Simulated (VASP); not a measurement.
**TiO2 (rutile type): single point with PBEsol+U**

TiO2 (rutile type):

```
CELL_PARAMETERS angstrom
3.79375 0.00000 0.00000
0.00000 3.79375 0.00000
0.00000 0.00000 2.66855
ATOMIC_POSITIONS crystal
Ti 0.00000 0.00000 0.00000
Ti 0.50000 0.50000 0.50000
O 0.30357 0.30357 0.00000
O 0.69643 0.69643 0.00000
O 0.80357 0.19643 0.50000
O 0.19643 0.80357 0.50000
```

* Program: VASP 6.6.1
* Task: single point
* Functional: PBEsol
* Potentials or basis: VASP PAW PBE potentials, release 64 (Ti_sv, O)
* Cutoff: 520 eV
* k mesh: 8 × 8 × 11
* Occupations: tetrahedron
* Spin: no spin polarisation
* Hubbard terms: Ti d U = 6.0 eV

* Pressure: 329.9 GPa
* Largest force: 0.284 eV/Å
* Band gap on the k mesh: 3.58 eV, direct

Forces on the atoms (eV/Å):
```
Ti   0.000  0.000  0.000
Ti   0.000  0.000  0.000
O    0.201  0.201  0.000
O   -0.201 -0.201  0.000
O    0.201 -0.201  0.000
O   -0.201  0.201  0.000
```

Stress tensor (GPa, compression positive):
```
326.50   0.00   0.00
  0.00 326.50   0.00
  0.00   0.00 336.70
```

Levels at points of the mesh, in eV from the valence-band top:
```tsv
k point	band 20	band 21	band 22	band 23	band 24	band 25	band 26	band 27	band 28	band 29
(0.00, 0.00, 0.00)	-3.00	-0.96	-0.21	0.00	0.00	3.58	4.61	4.61	4.70	4.84
(0.50, 0.00, 0.00)	-3.91	-2.76	-2.76	-1.49	-1.49	5.39	5.39	6.31	6.31	6.86
(0.50, 0.50, 0.00)	-3.55	-1.82	-1.82	-0.33	-0.33	4.05	4.05	4.72	4.72	7.29
```

Eigenvalues of the final occupation matrices:
| site | spin | trace | eigenvalues |
| --- | --- | --- | --- |
| site 1 d | 1 | 1.32 | 0.14 0.15 0.15 0.41 0.47 |
| site 1 d | 2 | 1.32 | 0.14 0.15 0.15 0.41 0.47 |
| site 2 d | 1 | 1.32 | 0.14 0.15 0.15 0.41 0.47 |
| site 2 d | 2 | 1.32 | 0.14 0.15 0.15 0.41 0.47 |

It took 47 s on 1 thread of Intel(R) Xeon(R) 6975P-C (Granite Rapids), with other jobs on the host, peak memory 0.21 GiB.

Caveat: the PAW data sets were made with another functional, which shifts forces and pressure a little. A k mesh can miss the band edges.
